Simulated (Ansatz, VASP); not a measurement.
# One calculation of Ni, two programs

The input POSCAR:

```
Ni
1.0
    0.0000000000      1.7330608651      1.7330608651
    1.7330608651      0.0000000000      1.7330608651
    1.7330608651      1.7330608651      0.0000000000
Ni
1
Direct
    0.0000000000      0.0000000000      0.0000000000
```

INCAR.step1

```
  PREC = Accurate
  ENCUT = 520
  ISMEAR = -1
  SIGMA = 0.1
  LREAL = F
  LASPH = T
  NELM = 60
  NBANDS = 11
  GGA = PE
  ALGO = Normal
  EDIFF = 1E-4
  LWAVE = T
  LCHARG = F
```

INCAR.step2

```
  PREC = Accurate
  ENCUT = 520
  EDIFF = 1E-7
  ISMEAR = -1
  SIGMA = 0.1
  LREAL = F
  LASPH = T
  NELM = 60
  ALGO = Normal
  ISIF = 2
  LWAVE = F
  LCHARG = F
  METAGGA = R2SCAN
  LMIXTAU = T
  NBANDS = 11
  ISTART = 1
```

KPOINTS

```
Automatic mesh
0
Gamma
  7 7 7
```

Input for Ansatz:

```yaml
crystal:
  lattice:
    - [0.0, 1.7330608651, 1.7330608651]
    - [1.7330608651, 0.0, 1.7330608651]
    - [1.7330608651, 1.7330608651, 0.0]
  atoms:
    - { symbol: Ni, position: [0.0, 0.0, 0.0] }
hamiltonian:
  xc: r2scan
  pseudopotentials:
    kind: paw
    azcp:
      Ni: "pseudopotentials/Ni.paw.azcp"
basis:
  ecutwfc: 500
  fft_grid_basis: typed
kpoints:
  mp_grid: { grid: [7, 7, 7], shift: [0, 0, 0] }
magnetization:
  spin_polarized: false
scf:
  occupations: { method: fermi_dirac, width: 0.1 }
  lower_state_search: "off"
output:
  stress: true
```

Alike in both runs: task single point; functional r2SCAN; k mesh 7 × 7 × 7; occupations fermi-dirac, width 0.1 eV; no spin polarisation.

|  | VASP | Ansatz |
| --- | --- | --- |
| version | VASP 6.6.1 | Ansatz 0.2.0 |
| potentials or method | VASP PAW PBE potentials, release 64 (Ni), cutoff 520 eV | plane waves (500 eV) with PAW, scalar-relativistic |
| valence electrons in the cell | 10 | 18 |

```tsv
	VASP	Ansatz	Ansatz less VASP
pressure (GPa)	0.4	-0.2	-0.58
```

VASP's potentials were made for PBE, not for r2SCAN. VASP's potentials hold 10 valence electrons a cell and Ansatz's 18, so a difference there can come from the potentials and not from the codes.

The k mesh is coarse, so the values compare programs but aren't converged.
